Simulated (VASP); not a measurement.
# Hg (R-3m) in VASP: further runs

Runs on Hg. Level: LDA. Tasks: electric field gradients.

All numbers are computed with VASP 6.6.1; they aren't measurements. Logs are shortened: lines on timing, memory, paths and dates and some standing lists are left out, and cuts for length are marked.

## Step 1: The cell of the first run

It takes space group R-3m (No. 166, trigonal). Conventional cell: a = 3.389 Å, b = 3.389 Å, c = 6.565 Å, α = 90.00°, β = 90.00°, γ = 120.00°. Hg (site symmetry -3m) has 12 Hg at 2.94 to 3.39 Å within 3.9 Å.

## Step 2: Electric field gradients, LDA (volume scaled by 0.94)

INCAR reads:

```
PREC = Accurate ; ENCUT = 520
EDIFF = 1E-8 ; ISMEAR = -1
SIGMA = 0.03 ; LREAL = False
LASPH = True ; NELM = 80
ALGO = Normal ; ISIF = 2
LWAVE = False ; LCHARG = False
LEFG = True ; NBANDS = 12
```

KPOINTS reads:

```
Automatic mesh
0
Gamma
  12 12 12
```

POSCAR reads:

```
Hg
1.0
    1.6946844141      0.9784265027      2.1883953669
   -1.6946844141      0.9784265027      2.1883953669
    0.0000000000     -1.9568530053      2.1883953669
Hg
1
Direct
    0.0000000000      0.0000000000      0.0000000000
```

Potentials or basis: VASP PAW LDA potentials, release 64 (Hg).

On the command line:

```console
$ cat potpaw_LDA.64/Hg/POTCAR > POTCAR
$ mpirun -np 1 vasp_std > vasp.out
```

OUTCAR:

```text
PREC = Accurate
   ENCUT = 520
   EDIFF = 1E-8
   ISMEAR = -1
   LREAL = False
   LASPH = True
   NELM = 80
   ISIF = 2

 ion  position               nearest neighbor table
   1  0.000  0.000  0.000-

  LATTYP: Found a trigonal (rhomboedric) cell.
 ALAT       =     2.9357022953
 COS(alpha) =     0.3335253405

  Lattice vectors:

 A1 = (   1.6946844141,   0.9784265027,   2.1883953669)
 A2 = (  -1.6946844141,   0.9784265027,   2.1883953669)
 A3 = (   0.0000000000,  -1.9568530053,   2.1883953669)

Analysis of symmetry for initial positions (statically):
=====================================================================
 Subroutine PRICEL returns:
 Original cell was already a primitive cell.

 Routine SETGRP: Setting up the symmetry group for a
 trigonal (rhombohedral) supercell.

 Subroutine GETGRP returns: Found 12 space group operations
 (whereof 12 operations were pure point group operations)
 out of a pool of 12 trial point group operations.

The static configuration has the point symmetry D_3d.

Analysis of symmetry for dynamics (positions and initial velocities):
=====================================================================
 Subroutine PRICEL returns:
 Original cell was already a primitive cell.

 Routine SETGRP: Setting up the symmetry group for a
 trigonal (rhombohedral) supercell.

 Subroutine GETGRP returns: Found 12 space group operations
 (whereof 12 operations were pure point group operations)
 out of a pool of 12 trial point group operations.

The dynamic configuration has the point symmetry D_3d.

 Subroutine INISYM returns: Found 12 space group operations
 (whereof 12 operations are pure point group operations),
 and found     1 'primitive' translations

----------------------------------------------------------------------------------------

                                     Primitive cell

  volume of cell :      21.7718

  direct lattice vectors                    reciprocal lattice vectors
[... 126 lines left out ...]
  ---------------------------------------------------
  ext. energy  EPLUGINS =         0.00000000
  ---------------------------------------------------
  free energy    TOTEN  =        -0.95399474 eV

  energy without entropy =       -0.95287456  energy(sigma->0) =       -0.95343465

 E-fermi :   3.2261     XC(G=0): -11.5988

 val. band max:        3.1209621102   @ k =  -0.4167   0.4167   0.0833
 cond. band min:       3.2285132630   @ k =   0.5000   0.1667   0.0833
 fundamental gap:      0.1075511528
 Fermi energy:         3.2261317304

 k-point     1 :       0.0000    0.0000    0.0000
  band No.  band energies     occupation
      1      -6.6517      2.00000
      2      -4.8065      2.00000
      3      -4.8065      2.00000
      4      -3.3151      2.00000
      5      -3.1075      2.00000
      6      -3.1075      2.00000
      7      15.6530      0.00000
      8      16.3351      0.00000
      9      16.3351      0.00000
     10      21.1651      0.00000
     11      22.4598      0.00000
     12      22.4598      0.00000
[... 331 lines left out ...]
 k-point    24 :      -0.4167    0.1667    0.0000
  band No.  band energies     occupation
      1      -5.1924      2.00000
      2      -4.6166      2.00000
      3      -3.5619      2.00000
      4      -3.3180      2.00000
      5      -2.8935      2.00000
      6       0.4235      2.00000
      7       3.0294      1.99716
      8      11.9294      0.00000
      9      16.3936      0.00000
     10      19.6055      0.00000
     11      22.8075      0.00000
     12      23.8555      0.00000

 [... further k-points ...]

------------------------ aborting loop because EDIFF is reached ----------------------------------------

  FORCE on cell =-STRESS in cart. coord.  units (eV):
  Direction    XX          YY          ZZ          XY          YZ          ZX
  --------------------------------------------------------------------------------------
  -------------------------------------------------------------------------------------
  Total        0.3123890      0.3123890      0.4380029      0.0000000      0.0000000      0.0000000
  in kB       22.9885875     22.9885875     32.2324632      0.0000000      0.0000000      0.0000000
  external PRESSURE =      26.0698794 kB  Pullay stress =       0.0000000 kB

 VOLUME and BASIS-vectors are now :
 -----------------------------------------------------------------------------
  energy-cutoff  :      520.00
  volume of cell :       21.77
      direct lattice vectors                 reciprocal lattice vectors
     1.694684414  0.978426503  2.188395367     0.295040183  0.170341529  0.152318607
    -1.694684414  0.978426503  2.188395367    -0.295040183  0.170341529  0.152318607
     0.000000000 -1.956853005  2.188395367     0.000000000 -0.340683058  0.152318607

 POSITION                                       TOTAL-FORCE (eV/Angst)
 -----------------------------------------------------------------------------------
      0.00000      0.00000      0.00000         0.000000     -0.000000      0.000000
 -----------------------------------------------------------------------------------
    total drift:                                0.000000     -0.000000      0.000000

  FREE ENERGIE OF THE ION-ELECTRON SYSTEM (eV)
  ---------------------------------------------------
  free  energy   TOTEN  =        -0.9539947368 eV

  energy  without entropy=       -0.9528745595  energy(sigma->0) =       -0.95343465

 Electric field gradients (V/A^2)
---------------------------------------------------------------------
 ion       V_xx      V_yy      V_zz      V_xy      V_xz      V_yz
---------------------------------------------------------------------
   1      85.991    85.991  -171.982    -0.000     0.000    -0.000
---------------------------------------------------------------------

 Electric field gradients after diagonalization (V/A^2)
 (convention: |V_zz| > |V_xx| > |V_yy|)
----------------------------------------------------------------------
 ion       V_xx      V_yy      V_zz     asymmetry (V_yy - V_xx)/ V_zz
----------------------------------------------------------------------
   1      85.991    85.991  -171.982       0.000
----------------------------------------------------------------------

           NMR quadrupolar parameters

 Cq : quadrupolar parameter    Cq=e*Q*V_zz/h
 eta: asymmetry parameters     (V_yy - V_xx)/ V_zz
 Q  : nuclear electric quadrupole moment in mb (millibarn)
----------------------------------------------------------------------
 ion       Cq(MHz)       eta       Q (mb)
----------------------------------------------------------------------
   1      -0.416       0.000       1.000
----------------------------------------------------------------------
```

OSZICAR:

```text
N       E                     dE             d eps       ncg     rms          rms(c)
DAV:   1     0.712546584488E+02    0.71255E+02   -0.67402E+03  4952   0.976E+02
DAV:   2     0.111264172033E+00   -0.71143E+02   -0.66508E+02  4912   0.229E+02
DAV:   3    -0.102537844075E+01   -0.11366E+01   -0.11357E+01  5412   0.322E+01
DAV:   4    -0.102645684379E+01   -0.10784E-02   -0.10784E-02  5032   0.102E+00
DAV:   5    -0.102645830050E+01   -0.14567E-05   -0.14566E-05  5424   0.363E-02    0.531E+00
DAV:   6    -0.962929666051E+00    0.63529E-01   -0.13942E-01  5300   0.429E+00    0.375E+00
DAV:   7    -0.954917544232E+00    0.80121E-02   -0.19317E-02  5408   0.133E+00    0.147E+00
DAV:   8    -0.953989885607E+00    0.92766E-03   -0.17882E-03  4828   0.601E-01    0.645E-02
DAV:   9    -0.953993775593E+00   -0.38900E-05   -0.30843E-06  5416   0.208E-02    0.148E-02
DAV:  10    -0.953994735228E+00   -0.95963E-06   -0.11333E-06  4964   0.127E-02    0.966E-04
DAV:  11    -0.953994736844E+00   -0.16169E-08   -0.12765E-08  4984   0.977E-04
   1 F= -.95399474E+00 E0= -.95343465E+00  d E =-.112018E-02
```

stdout:

```text
POSCAR found type information on POSCAR Hg
 POSCAR found :  1 types and       1 ions
 scaLAPACK will be used
 LDA part: xc-table for (Slater(with rela. corr.)+CA(PZ))
 , standard interpolation
 POSCAR, INCAR and KPOINTS ok, starting setup
 FFT: planning ... GRIDC
 FFT: planning ... GRID_SOFT
 FFT: planning ... GRID
 WAVECAR not read
 entering main loop
ion   1
```

Wall time 18 s (1 thread of Intel Xeon Platinum 8559C (Emerald Rapids), shared host); peak memory 0.17 GiB.

Results:

| Quantity | Value |
| --- | --- |
| Free energy | -0.9540 eV |
| Pressure | 2.6 GPa |
| Band gap on the k mesh | zero (band 6 reaches 4.73 eV, above the bottom of band 7 at 1.20 eV) |

Levels at points of the mesh, in eV from the Fermi level:
| k point | band 4 | band 5 | band 6 | band 7 | band 8 | band 9 |
| --- | --- | --- | --- | --- | --- | --- |
| (0.00, 0.00, 0.00) | -6.54 | -6.33 | -6.33 | 12.43 | 13.11 | 13.11 |
| (0.50, 0.00, 0.00) | -6.39 | -5.96 | -2.37 | -2.02 | 12.69 | 13.11 |
| (0.50, 0.50, 0.00) | -6.01 | -5.42 | -0.37 | 1.12 | 4.78 | 10.28 |
| (0.50, 0.50, 0.50) | -5.54 | -5.54 | -0.41 | 1.62 | 9.76 | 9.76 |

Electric field gradients, principal values (V/Å²):
```csv
atom,least,middle,greatest (by size)
1 Hg,85.991,85.991,-171.982
```

Caveat: without QUAD_EFG the Cq values of the log hold for a quadrupole moment of 1 mb, not for the nuclei; spin-orbit coupling is left out, which moves the levels of the heavy elements.

## Step 3: Electric field gradients, LDA (volume scaled by 0.98)

INCAR reads:

```
ALGO = Normal
EDIFF = 1E-8
ENCUT = 520
GGA = CA
ISIF = 2
ISMEAR = -1
LASPH = True
LCHARG = False
LEFG = True
LREAL = False
LWAVE = False
NBANDS = 12
NELM = 100
PREC = Accurate
SIGMA = 0.03
```

KPOINTS reads:

```
k-points
0
Gamma
  12 12 12
```

POSCAR reads:

```
Hg
1.0
    1.7183893641      0.9921125620      2.2190062596
   -1.7183893641      0.9921125620      2.2190062596
    0.0000000000     -1.9842251239      2.2190062596
Hg
1
Direct
    0.0000000000      0.0000000000      0.0000000000
```

Potentials or basis: VASP PAW LDA potentials, release 64 (Hg).

On the command line:

```console
$ cat potpaw_LDA.64/Hg/POTCAR > POTCAR
$ mpirun -np 1 vasp_std > vasp.out
```

OUTCAR:

```text
EDIFF = 1E-8
   ENCUT = 520
   GGA = CA
   ISIF = 2
   ISMEAR = -1
   LASPH = True
   LREAL = False
   NELM = 100
   PREC = Accurate

 ion  position               nearest neighbor table
   1  0.000  0.000  0.000-

  LATTYP: Found a trigonal (rhomboedric) cell.
 ALAT       =     2.9767663869
 COS(alpha) =     0.3335253405

  Lattice vectors:

 A1 = (   1.7183893641,   0.9921125620,   2.2190062596)
 A2 = (  -1.7183893641,   0.9921125620,   2.2190062596)
 A3 = (   0.0000000000,  -1.9842251239,   2.2190062596)

Analysis of symmetry for initial positions (statically):
=====================================================================
 Subroutine PRICEL returns:
 Original cell was already a primitive cell.

 Routine SETGRP: Setting up the symmetry group for a
 trigonal (rhombohedral) supercell.

 Subroutine GETGRP returns: Found 12 space group operations
[... 540 lines left out ...]
  external PRESSURE =      -0.8605067 kB  Pullay stress =       0.0000000 kB

 VOLUME and BASIS-vectors are now :
 -----------------------------------------------------------------------------
  energy-cutoff  :      520.00
  volume of cell :       22.70
      direct lattice vectors                 reciprocal lattice vectors
     1.718389364  0.992112562  2.219006260     0.290970144  0.167991691  0.150217392
    -1.718389364  0.992112562  2.219006260    -0.290970144  0.167991691  0.150217392
     0.000000000 -1.984225124  2.219006260     0.000000000 -0.335983381  0.150217392

 POSITION                                       TOTAL-FORCE (eV/Angst)
 -----------------------------------------------------------------------------------
      0.00000      0.00000      0.00000         0.000000      0.000000     -0.000000
 -----------------------------------------------------------------------------------
    total drift:                                0.000000     -0.000000      0.000000

  FREE ENERGIE OF THE ION-ELECTRON SYSTEM (eV)
  ---------------------------------------------------
  free  energy   TOTEN  =        -0.9614828540 eV

  energy  without entropy=       -0.9602160157  energy(sigma->0) =       -0.96084943

 Electric field gradients (V/A^2)
---------------------------------------------------------------------
 ion       V_xx      V_yy      V_zz      V_xy      V_xz      V_yz
---------------------------------------------------------------------
   1      78.047    78.047  -156.094    -0.000     0.000    -0.000
---------------------------------------------------------------------

 Electric field gradients after diagonalization (V/A^2)
 (convention: |V_zz| > |V_xx| > |V_yy|)
----------------------------------------------------------------------
 ion       V_xx      V_yy      V_zz     asymmetry (V_yy - V_xx)/ V_zz
----------------------------------------------------------------------
   1      78.047    78.047  -156.094       0.000
----------------------------------------------------------------------

           NMR quadrupolar parameters

 Cq : quadrupolar parameter    Cq=e*Q*V_zz/h
 eta: asymmetry parameters     (V_yy - V_xx)/ V_zz
 Q  : nuclear electric quadrupole moment in mb (millibarn)
----------------------------------------------------------------------
 ion       Cq(MHz)       eta       Q (mb)
----------------------------------------------------------------------
   1      -0.377       0.000       1.000
----------------------------------------------------------------------
```

OSZICAR:

```text
N       E                     dE             d eps       ncg     rms          rms(c)
DAV:   1     0.731319467413E+02    0.73132E+02   -0.66633E+03  4816   0.972E+02
DAV:   2     0.213781094628E+00   -0.72918E+02   -0.68185E+02  4944   0.231E+02
DAV:   3    -0.102786078704E+01   -0.12416E+01   -0.12407E+01  5420   0.333E+01
DAV:   4    -0.102910208538E+01   -0.12413E-02   -0.12413E-02  5036   0.109E+00
DAV:   5    -0.102910379620E+01   -0.17108E-05   -0.17105E-05  5404   0.389E-02    0.464E+00
DAV:   6    -0.969366563173E+00    0.59737E-01   -0.13450E-01  5316   0.418E+00    0.335E+00
DAV:   7    -0.962344085003E+00    0.70225E-02   -0.16663E-02  5388   0.121E+00    0.142E+00
DAV:   8    -0.961478114950E+00    0.86597E-03   -0.15013E-03  4816   0.547E-01    0.581E-02
DAV:   9    -0.961481820361E+00   -0.37054E-05   -0.29752E-06  5468   0.207E-02    0.137E-02
DAV:  10    -0.961482853061E+00   -0.10327E-05   -0.12161E-06  4920   0.135E-02    0.990E-04
DAV:  11    -0.961482854029E+00   -0.96816E-09   -0.13207E-08  5040   0.104E-03
   1 F= -.96148285E+00 E0= -.96084943E+00  d E =-.126684E-02
```

stdout:

```text
POSCAR found type information on POSCAR Hg
 POSCAR found :  1 types and       1 ions
 scaLAPACK will be used
 LDA part: xc-table for (Slater(with rela. corr.)+CA(PZ))
 , standard interpolation
 POSCAR, INCAR and KPOINTS ok, starting setup
 FFT: planning ... GRIDC
 FFT: planning ... GRID_SOFT
 FFT: planning ... GRID
 WAVECAR not read
 entering main loop
ion   1
```

It took 17 s on 1 thread of Intel Xeon Platinum 8559C (Emerald Rapids), shared host; peak memory 0.17 GiB.

Results:

* Free energy: -0.9615 eV
* Pressure: -0.1 GPa
* Band gap on the k mesh: zero (band 6 reaches 4.17 eV, above the bottom of band 7 at 0.74 eV)

Stress tensor (GPa, compression positive):
```
 0.01  0.00  0.00
 0.00  0.01  0.00
 0.00  0.00 -0.28
```

Electric field gradients, principal values (V/Å²):
```
atom   least  middle  greatest (by size)
1 Hg  78.047  78.047            -156.094
```

Caveat: without QUAD_EFG the Cq values of the log hold for a quadrupole moment of 1 mb, not for the nuclei; spin-orbit coupling is left out, which moves the levels of the heavy elements.

(Part 1 of 3 ends here.)
